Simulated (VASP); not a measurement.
Write the native input for VASP 6.6.1 that does the following.

- Task: single point
- Functional: PBE
- Potentials or basis: VASP PAW PBE potentials, release 64 (Mg, Be, I)
- Cutoff: 520 eV
- k mesh: 3 × 3 × 3
- Occupations: gaussian, width 0.1 eV
- Spin: no spin polarisation
- Dipole correction: no
- Further INCAR settings: ALGO = Normal; EDIFF = 1e-06; NBANDS = 34

The structure of MgBe2I6 lies in POSCAR:

```
MgBe2I6
1.0
    3.6145457000      2.0868589000      8.2244015000
   -3.6145457000      2.0868589000      8.2244015000
    0.0000000000     -4.1737179000      8.2244015000
Mg Be I
1 2 6
Direct
    0.0000000000      0.0000000000      0.0000000000
    0.2679100000      0.2679100000      0.2679100000
    0.7320900000      0.7320900000      0.7320900000
    0.0501270000      0.4113710000      0.7560880000
    0.7560880000      0.0501270000      0.4113710000
    0.4113710000      0.7560880000      0.0501270000
    0.9498730000      0.5886290000      0.2439120000
    0.2439120000      0.9498730000      0.5886290000
    0.5886290000      0.2439120000      0.9498730000
```

One way to write it, as run:

INCAR

```
SYSTEM = MgBe2I6
PREC = Accurate ; ENCUT = 520
EDIFF = 1E-6 ; ISMEAR = 0
SIGMA = 0.1 ; LREAL = .False.
LASPH = .True. ; NELM = 80
ALGO = Normal ; ISIF = 2
LWAVE = .False. ; LCHARG = .False.
GGA = PE ; NBANDS = 34
```

KPOINTS

```
regular mesh
0
Gamma
  3 3 3
  0 0 0
```

Potentials or basis: VASP PAW PBE potentials, release 64 (Mg, Be, I).

Command:

```console
$ cat potpaw_PBE.64/Mg/POTCAR potpaw_PBE.64/Be/POTCAR potpaw_PBE.64/I/POTCAR > POTCAR
$ mpirun -np 1 vasp_std > vasp.out
```

It gave:

| Quantity | Value |
| --- | --- |
| Pressure | 0.0 GPa |
| Largest force | 0.015 eV/Å |
| Band gap on the k mesh | 3.30 eV (least direct gap 3.34 eV) |

Caveat: spin-orbit coupling is left out, which moves the levels of the heavy elements; an odd mesh through Γ misses points on the zone boundary, where band edges can lie.

Wall time 99 s on 1 thread of AMD EPYC 9R45 96-Core Processor (Zen 5) (shared host), peak memory 0.63 GiB.
